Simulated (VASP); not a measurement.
A run of VASP 6.6.1 is set up as follows.

The input INCAR:

```
PREC = Accurate ; ENCUT = 600
EDIFF = 1E-6 ; ISMEAR = 0
SIGMA = 0.1 ; LREAL = F
LASPH = T ; NELM = 150
ALGO = Normal ; ISIF = 3
LWAVE = F ; LCHARG = F
ISPIN = 2 ; MAGMOM = 0 1.2 1.2
LORBIT = 11 ; LMAXMIX = 4
GGA = PE ; IBRION = 2
NSW = 90 ; EDIFFG = -0.04
```

File KPOINTS:

```
Automatic mesh
0
Gamma
  6 6 4
```

The input POSCAR:

```
CdCo2
1.0
    3.5314355448      0.0000000000      0.0000000000
   -1.7657177724      3.0583128937      0.0000000000
    0.0000000000      0.0000000000      3.8130118009
Cd Co
1 2
Direct
    0.0000000000      0.0000000000      0.0000000000
    0.3333333333      0.6666666667      0.5000000000
    0.6666666667      0.3333333333      0.5000000000
```

Potentials or basis: VASP PAW PBE potentials, release 64 (Cd, Co).

Run with:

```sh
$ cat potpaw_PBE.64/Cd/POTCAR potpaw_PBE.64/Co/POTCAR > POTCAR
$ mpirun -np 1 vasp_std > vasp.out
```

Q: Estimate the site moments.

A: Cd -0.05; Co +1.50 μB.

Q: Estimate the relaxed volume.

A: 14.00 Å³/atom.

Q: Estimate the net moment.

A: 2.88 μB per cell.

Q: Predict the relaxed cell.

A: a = 4.183 Å, b = 4.183 Å, c = 2.771 Å, α = 90.00°, β = 90.00°, γ = 120.00°.

Final structure:
```
Cd Co
1.0
     4.18337    0.00000    0.00000
    -2.09168    3.62290    0.00000
     0.00000    0.00000    2.77107
Cd Co
1 2
Direct
  0.00000 0.00000 0.00000
  0.33333 0.66667 0.50000
  0.66667 0.33333 0.50000
```

Caveat: the k points lie up to 0.57 Å⁻¹ apart in the final cell; a cell axis changed by over 15 % at a fixed basis, so the end point is rough.
